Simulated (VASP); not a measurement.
# Te (R-3m) in VASP: notebook, part 2 of 2

VASP 6.6.1. The steps go on from the part before.

### 4 Single point, PBEsol+D3(BJ), collinear spin, ferromagnetic start (volume scaled by 0.94)

Contents of INCAR:

```
  PREC = Accurate
  ENCUT = 520
  EDIFF = 1E-6
  ISMEAR = -1
  SIGMA = 0.15
  LREAL = False
  LASPH = True
  NELM = 150
  ALGO = Normal
  ISIF = 2
  LWAVE = False
  LCHARG = True
  ISPIN = 2
  MAGMOM = 1
  LORBIT = 11
  NUPDOWN = 1.0
  GGA = PS
  IVDW = 12
  LELF = True
  LVHAR = True
  NBANDS = 13
```

Contents of KPOINTS:

```
regular mesh
0
Gamma
  9 9 9
```

Contents of POSCAR:

```
Te
1.0
    2.2588318621      1.3041371837      1.6564347588
   -2.2588318621      1.3041371837      1.6564347588
    0.0000000000     -2.6082743673      1.6564347588
Te
1
Direct
    0.5000000000      0.5000000000      0.5000000000
```

Potentials or basis: VASP PAW PBE potentials, release 64 (Te).

Run with:

```sh
$ cat potpaw_PBE.64/Te/POTCAR > POTCAR
$ mpirun -np 1 vasp_std > vasp.out
```

OUTCAR:

```text
PREC = Accurate
   ENCUT = 520
   EDIFF = 1E-6
   ISMEAR = -1
   LREAL = False
   LASPH = True
   NELM = 150
   ISIF = 2
   ISPIN = 2
   LORBIT = 11
   NUPDOWN = 1.0
   GGA = PS
   IVDW = 12
 IVDW          = 12

 ion  position               nearest neighbor table
   1  0.500  0.500  0.500-

  LATTYP: Found a trigonal (rhomboedric) cell.
 ALAT       =     3.0898011725
 COS(alpha) =    -0.0688991668

  Lattice vectors:

 A1 = (   2.2588318621,   1.3041371837,   1.6564347588)
 A2 = (  -2.2588318621,   1.3041371837,   1.6564347588)
 A3 = (   0.0000000000,  -2.6082743673,   1.6564347588)

Analysis of symmetry for initial positions (statically):
=====================================================================
 Subroutine PRICEL returns:
 Original cell was already a primitive cell.

 Routine SETGRP: Setting up the symmetry group for a
 trigonal (rhombohedral) supercell.

 Subroutine GETGRP returns: Found 12 space group operations
 (whereof 12 operations were pure point group operations)
 out of a pool of 12 trial point group operations.

The static configuration has the point symmetry D_3d.

Analysis of symmetry for dynamics (positions and initial velocities):
=====================================================================
 Subroutine PRICEL returns:
 Original cell was already a primitive cell.

 Routine SETGRP: Setting up the symmetry group for a
 trigonal (rhombohedral) supercell.

 Subroutine GETGRP returns: Found 12 space group operations
 (whereof 12 operations were pure point group operations)
 out of a pool of 12 trial point group operations.

The dynamic configuration has the point symmetry D_3d.

Analysis of structural, dynamic, and magnetic symmetry:
=====================================================================
 Subroutine PRICEL returns:
 Original cell was already a primitive cell.

 Routine SETGRP: Setting up the symmetry group for a
 trigonal (rhombohedral) supercell.

 Subroutine GETGRP returns: Found 12 space group operations
 (whereof 12 operations were pure point group operations)
 out of a pool of 12 trial point group operations.

The overall configuration has the point symmetry D_3d.

 Subroutine INISYM returns: Found 12 space group operations
 (whereof 12 operations are pure point group operations),
 and found     1 'primitive' translations

----------------------------------------------------------------------------------------

                                     Primitive cell

  volume of cell :      29.2774

  direct lattice vectors                    reciprocal lattice vectors
     2.258831862  1.304137184  1.656434759     0.221353350  0.127798416  0.201235413
    -2.258831862  1.304137184  1.656434759    -0.221353350  0.127798416  0.201235413
     0.000000000 -2.608274367  1.656434759     0.000000000 -0.255596833  0.201235413

  length of vectors
     3.089801172  3.089801172  3.089801172     0.325308211  0.325308211  0.325308211

  position of ions in fractional coordinates (direct lattice)
     0.500000000  0.500000000  0.500000000

  ion indices of the primitive-cell ions
   primitive index   ion index
                 1           1

----------------------------------------------------------------------------------------

 KPOINTS: regular mesh

Automatic generation of k-mesh.
 Grid dimensions read from file:
[... 71 lines left out ...]
   ISIF   =      2    stress and relaxation
   ISYM   =      2    0-nonsym 1-usesym 2-fastsym
   POTIM  = 0.5000    time-step for ionic-motion
   TEBEG  =    0.0;   TEEND  =   0.0 temperature during run
   PSTRESS=    0.0 pullay stress
   NELECT =       6.0000    total number of electrons
   NUPDOWN=       1.0000    fix difference up-down
   EMIN   =  10.00;   EMAX   =-10.00  energy-range for DOS
   EFERMI =   0.00;   METHOD = LEGACY
   ISMEAR =    -1;   SIGMA  =   0.15  broadening in eV -4-tet -1-fermi 0-gaus
   EFERMI_NEDOS =   21; number of points for ismear=-14 and -15
   IALGO  =     38    algorithm
   IMIX   =      4    mixing-type and parameters
     AMIX     =   0.40;   BMIX     =  1.00
     AMIX_MAG =   1.60;   BMIX_MAG =  1.00
  volume/ion in A,a.u.               =      29.28       197.57
  Fermi-wavevector in a.u.,A,eV,Ry     =   0.965193  1.823951 12.675163  0.931598
  Thomas-Fermi vector in A             =   2.094889
   LORBIT       =     11    0 simple, 1 ext, 2 COOP (PROOUT), +10 PAW based schemes
   GGA     = PS    functional components
   LHFCALC =     F    Hartree Fock is set to
   AEXX    =    0.0000 exact exchange contribution
   IVDW    =    12    specifies the selected vdW correction
   LEPSILON=     F    determine dielectric tensor
   LRPA    =     F    only Hartree local field effects (RPA)
 spin polarized calculation
  energy-cutoff  :      520.00
  volume of cell :       29.28
 maximum number of plane-waves:       805
   NGX = 11   NGY = 11   NGZ = 11

 number of electron       6.0000000 magnetization       1.0000000

 Free energy of the ion-electron system (eV)
  ---------------------------------------------------
  ext. energy  EPLUGINS =         0.00000000
  ---------------------------------------------------
  free energy    TOTEN  =        -2.74696214 eV

  energy without entropy =       -2.69938862  energy(sigma->0) =       -2.72317538

 E-fermi :   6.3269     XC(G=0):  -9.8908

 val. band max:        9.2076352092   @ k =   0.2222  -0.0000   0.0000
 cond. band min:       6.3602799476   @ k =   0.4444   0.4444   0.3333
 fundamental gap:     -2.8473552616
 Fermi energy:         9.2125516041

 spin component 1

 k-point     1 :       0.0000    0.0000    0.0000
  band No.  band energies     occupation
      1      -6.9890      1.00000
      2       8.5061      0.99107
      3       9.0220      0.78082
      4       9.0220      0.78082
      5      13.5511      0.00000
      6      13.5511      0.00000
      7      14.4407      0.00000
      8      24.7092      0.00000
      9      24.7092      0.00000
     10      24.7126      0.00000
     11      25.2250      0.00000
     12      25.2250      0.00000
     13      25.2276      0.00000
[... 356 lines left out ...]
      2       2.2303      1.00000
      3       2.9423      1.00000
      4       9.5614      0.08900
      5      11.7464      0.00000
      6      18.1173      0.00000
      7      19.7881      0.00000
      8      20.2617      0.00000
      9      20.5436      0.00000
     10      20.9097      0.00000
     11      23.9319      0.00000
     12      26.5694      0.00000
     13      28.4931      0.00000

 [... further k-points ...]

 spin component 2

 k-point     1 :       0.0000    0.0000    0.0000
  band No.  band energies     occupation
      1      -6.3252      1.00000
      2       9.2548      0.00000
      3       9.7356      0.00000
      4       9.7356      0.00000
      5      14.1217      0.00000
      6      14.1217      0.00000
      7      14.8853      0.00000
      8      25.3137      0.00000
      9      25.3137      0.00000
     10      25.3610      0.00000
     11      25.8324      0.00000
     12      25.8324      0.00000
     13      25.8672      0.00000
[... 356 lines left out ...]
      2       2.8952      1.00000
      3       3.6212      1.00000
      4      10.1127      0.00000
      5      12.4873      0.00000
      6      18.6888      0.00000
      7      20.3664      0.00000
      8      20.8736      0.00000
      9      21.1228      0.00000
     10      21.5224      0.00000
     11      24.5244      0.00000
     12      27.0990      0.00000
     13      29.0505      0.00000

 [... further k-points ...]

------------------------ aborting loop because EDIFF is reached ----------------------------------------

 Edisp (eV)   -0.47353

 E8    (eV) :    -0.3215

  FORCE on cell =-STRESS in cart. coord.  units (eV):
  Direction    XX          YY          ZZ          XY          YZ          ZX
  --------------------------------------------------------------------------------------
  -------------------------------------------------------------------------------------
  Total       1.32468     1.32468     1.01476     0.00000     0.00000     0.00000
  in kB      72.49162    72.49162    55.53184     0.00000     0.00000     0.00000
  external pressure =       66.84 kB  Pullay stress =        0.00 kB

 VOLUME and BASIS-vectors are now :
 -----------------------------------------------------------------------------
  energy-cutoff  :      520.00
  volume of cell :       29.28
      direct lattice vectors                 reciprocal lattice vectors
     2.258831862  1.304137184  1.656434759     0.221353350  0.127798416  0.201235413
    -2.258831862  1.304137184  1.656434759    -0.221353350  0.127798416  0.201235413
     0.000000000 -2.608274367  1.656434759     0.000000000 -0.255596833  0.201235413

 POSITION                                       TOTAL-FORCE (eV/Angst)
 -----------------------------------------------------------------------------------
      0.00000      0.00000      2.48465         0.000000     -0.000000      0.000000
 -----------------------------------------------------------------------------------
    total drift:                                0.000000      0.000000     -0.000000

  FREE ENERGIE OF THE ION-ELECTRON SYSTEM (eV)
  ---------------------------------------------------
  free  energy   TOTEN  =        -3.2204938765 eV

  energy  without entropy=       -3.1729203638  energy(sigma->0) =       -3.19670712

 total charge

# of ion       s       p       d       tot
------------------------------------------
    1        1.436   1.828   0.059   3.323

 magnetization (x)

# of ion       s       p       d       tot
------------------------------------------
    1        0.055   0.508   0.024   0.588
```

OSZICAR:

```text
N       E                     dE             d eps       ncg     rms          rms(c)
DAV:   1     0.184020627202E+02    0.18402E+02   -0.22387E+03  4428   0.339E+02
DAV:   2    -0.202310843179E+01   -0.20425E+02   -0.19581E+02  5648   0.688E+01
DAV:   3    -0.273794738432E+01   -0.71484E+00   -0.70921E+00  5778   0.131E+01
DAV:   4    -0.274430311231E+01   -0.63557E-02   -0.63551E-02  5206   0.143E+00
DAV:   5    -0.274439600674E+01   -0.92894E-04   -0.92894E-04  5946   0.175E-01    0.963E+00
DAV:   6    -0.274703572106E+01   -0.26397E-02   -0.62080E-03  5342   0.352E-01    0.590E+00
DAV:   7    -0.274685611136E+01    0.17961E-03   -0.73745E-04  5702   0.123E-01    0.361E+00
DAV:   8    -0.274690283553E+01   -0.46724E-04   -0.30815E-04  5574   0.788E-02    0.159E-01
DAV:   9    -0.274695681805E+01   -0.53983E-04   -0.65472E-05  5379   0.366E-02    0.181E-02
DAV:  10    -0.274696104721E+01   -0.42292E-05   -0.65290E-06  5410   0.112E-02    0.147E-02
DAV:  11    -0.274696210147E+01   -0.10543E-05   -0.11592E-06  5200   0.475E-03    0.414E-03
DAV:  12    -0.274696213594E+01   -0.34470E-07   -0.17507E-07  2995   0.202E-03
   1 F= -.32204939E+01 E0= -.31967071E+01  d E =-.475735E-01  mag=     1.0000
```

stdout:

```text
POSCAR found type information on POSCAR Te
 POSCAR found :  1 types and       1 ions
 scaLAPACK will be used
 -----------------------------------------------------------------------------
|                                                                             |
|                                                                             |
|     You enforced a specific xc type in the INCAR file but a different       |
|     I HOPE YOU KNOW WHAT YOU ARE DOING!                                     |
|                                                                             |
 -----------------------------------------------------------------------------

 LDA part: xc-table for (Slater+PW92), standard interpolation
 POSCAR, INCAR and KPOINTS ok, starting setup
 FFT: planning ... GRIDC
 FFT: planning ... GRID_SOFT
 FFT: planning ... GRID
 WAVECAR not read
 entering main loop
```

Wall time 13 s (1 thread of Intel Xeon 6975P-C (Granite Rapids), shared host); peak memory 0.18 GiB.

Results:

* Free energy: -3.2205 eV
* Pressure: 6.7 GPa
* Net moment: 1.00 μB per cell
* Site moments: Te +0.59 μB
* Valence electrons inside the program's atomic spheres: Te 3.32
* Dispersion energy per atom: -0.474 eV

Stress tensor (GPa, compression positive):
```
7.25 0.00 0.00
0.00 7.25 0.00
0.00 0.00 5.55
```

Caveat: the PAW data sets were made with another functional, which shifts forces and pressure a little; spin-orbit coupling is left out, which moves the levels of the heavy elements; the total moment is fixed, so each spin has its own Fermi level.

### 5 Single point, PBEsol+D3(BJ), collinear spin, ferromagnetic start (volume scaled by 0.96)

Contents of INCAR:

```
SYSTEM = Te
  PREC = Accurate
  ENCUT = 520
  EDIFF = 1E-6
  ISMEAR = -1
  SIGMA = 0.15
  LREAL = .False.
  LASPH = .True.
  NELM = 150
  ALGO = Normal
  ISIF = 2
  LWAVE = .False.
  LCHARG = .True.
  ISPIN = 2
  MAGMOM = 1
  LORBIT = 11
  NUPDOWN = 1.0
  GGA = PS
  IVDW = 12
  LELF = .True.
  LVHAR = .True.
  NBANDS = 13
```

Contents of KPOINTS:

```
Automatic mesh
0
Gamma
  9 9 9
  0 0 0
```

Contents of POSCAR:

```
Te
1.0
    2.2747396529      1.3133215509      1.6681001767
   -2.2747396529      1.3133215509      1.6681001767
    0.0000000000     -2.6266431019      1.6681001767
Te
1
Direct
    0.5000000000      0.5000000000      0.5000000000
```

Run with:

```sh
$ cat potpaw_PBE.64/Te/POTCAR > POTCAR
$ mpirun -np 1 vasp_std > vasp.out
```

Run time: 14 s. Hardware: 1 thread of Intel Xeon 6975P-C (Granite Rapids), shared host; peak memory 0.18 GiB.

Results (log left out):

* Free energy: -3.2436 eV
* Pressure: 5.2 GPa
* Net moment: 1.00 μB per cell
* Site moments: Te +0.59 μB
* Valence electrons inside the program's atomic spheres: Te 3.31
* Dispersion energy per atom: -0.464 eV

Stress tensor (GPa, compression positive):
```
5.70 0.00 0.00
0.00 5.70 0.00
0.00 0.00 4.31
```

Caveat: the PAW data sets were made with another functional, which shifts forces and pressure a little; spin-orbit coupling is left out, which moves the levels of the heavy elements; the total moment is fixed, so each spin has its own Fermi level.

### 6 Summary

| level | potentials or basis | spin | fixed moment (μB) | cell | k mesh | smearing | pressure (GPa) | moment (μB) |
| --- | --- | --- | --- | --- | --- | --- | --- | --- |
| LDA | VASP PAW LDA potentials, release 64 (Te) | non-collinear, zero start, SOC | - | a = 3.154 Å, angles 94.0°, 1 atom | 7 × 7 × 7 | gaussian 0.01 eV | -1.0 | 0.00 |
| PBE | VASP PAW PBE potentials, release 64 (Te) | off | - | a = 3.154 Å, angles 94.0°, 1 atom | 6 × 6 × 6 | fermi-dirac 0.02 eV | 1.9 | - |
| PBEsol+D3(BJ) | VASP PAW PBE potentials, release 64 (Te) | collinear, ferromagnetic start | 1.0 | a = 3.090 Å, angles 94.0°, 1 atom | 9 × 9 × 9 | fermi-dirac 0.15 eV | 6.7 | 1.00 |
| PBEsol+D3(BJ) | VASP PAW PBE potentials, release 64 (Te) | collinear, ferromagnetic start | 1.0 | a = 3.112 Å, angles 94.0°, 1 atom | 9 × 9 × 9 | fermi-dirac 0.15 eV | 5.2 | 1.00 |

Alike in all rows: task single point; cutoff (eV) 520.

Caveats: spin-orbit coupling is left out, which moves the levels of the heavy elements (some runs); the PAW data sets were made with another functional, which shifts forces and pressure a little (some runs); the total moment is fixed, so each spin has its own Fermi level (some runs).

Total energies depend on the potentials used, so only differences within one code and one set of settings carry meaning.
